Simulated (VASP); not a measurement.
Al:

```
CELL_PARAMETERS angstrom
2.68681 -1.77578 0.00000
2.68681 1.77578 0.00000
0.00000 0.00000 7.24384
ATOMIC_POSITIONS crystal
Al 0.85000 0.15000 0.11700
Al 0.65000 0.35000 0.61700
Al 0.15000 0.85000 0.88300
Al 0.35000 0.65000 0.38300
```

| Quantity | Value |
| --- | --- |
| Program | VASP 6.6.1 |
| Task | relaxation of cell and atoms |
| Functional | r2SCAN |
| Potentials or basis | VASP PAW PBE potentials, release 64 (Al) |
| Cutoff | 600 eV |
| k mesh | 6 × 6 × 4 |
| Occupations | gaussian, width 0.1 eV |
| Spin | no spin polarisation |

At the start: pressure 22.3 GPa; volume 17.28 Å³/atom.

Question: How do energy, volume and symmetry change on relaxing?

Answer: Over 30 steps the energy falls by 1256.4 meV/atom and the volume is 15.91 Å³/atom (-8.0 %); space group Cmce (No. 64, to 0.1 Å) before, Fm-3m (No. 225, to 0.1 Å).

Step by step:
```tsv
step	energy change (eV)	largest force (eV/Å)	pressure (GPa)	volume (Å³)
1	0.0000	7.7205	22.25	69.12
2	-2.5475	1.1511	-6.78	93.47
3	-2.6341	1.2130	-7.02	91.89
4	-2.7253	1.2413	-7.00	90.30
5	-3.3401	0.7617	-3.68	79.65
6	-3.2347	0.4946	0.74	75.83
7	-3.3425	0.7118	-3.09	79.03
8	-3.3434	0.6881	-2.89	78.81
9	-3.8691	0.4962	-4.75	75.76
10	-4.4492	0.3120	-4.21	70.61
11	-3.8818	0.2725	15.78	58.38
12	-4.6868	0.3672	0.23	65.86
13	-4.6939	0.3537	-1.15	66.97
14	-4.6959	0.3609	-0.82	66.69
15	-4.7608	0.2746	0.44	65.19
16	-4.7982	0.4376	3.52	62.66
17	-4.8298	0.4545	2.91	62.90
18	-4.8791	0.5668	1.34	63.55
19	-4.9210	0.4193	0.10	64.21
20	-4.9571	0.2054	-2.03	65.58
21	-4.9782	0.2078	-0.76	64.59
22	-4.9856	0.2275	0.46	63.69
23	-4.9857	0.2311	0.66	63.55
24	-4.9956	0.1973	0.57	63.54
25	-5.0166	0.1066	0.30	63.52
26	-5.0210	0.0717	0.25	63.48
27	-5.0254	0.0103	0.15	63.50
28	-5.0254	0.0081	0.15	63.50
29	-5.0255	0.0028	-0.23	63.74
30	-5.0257	0.0050	-0.06	63.63
```

Final structure:
```xyz
4
Lattice="1.9932 -1.9991 0.0000 1.9932 1.9991 0.0000 0.0000 0.0000 7.9842" Properties=species:S:1:pos:R:3 pbc="T T T"
Al    1.9932   -1.0006    0.9975
Al    1.9932   -0.9985    4.9896
Al    1.9932    1.0006    6.9867
Al    1.9932    0.9985    2.9946
```

Caveat: the highest band is partly filled, so the run has too few bands; the PAW data sets were made with another functional, which shifts forces and pressure a little.
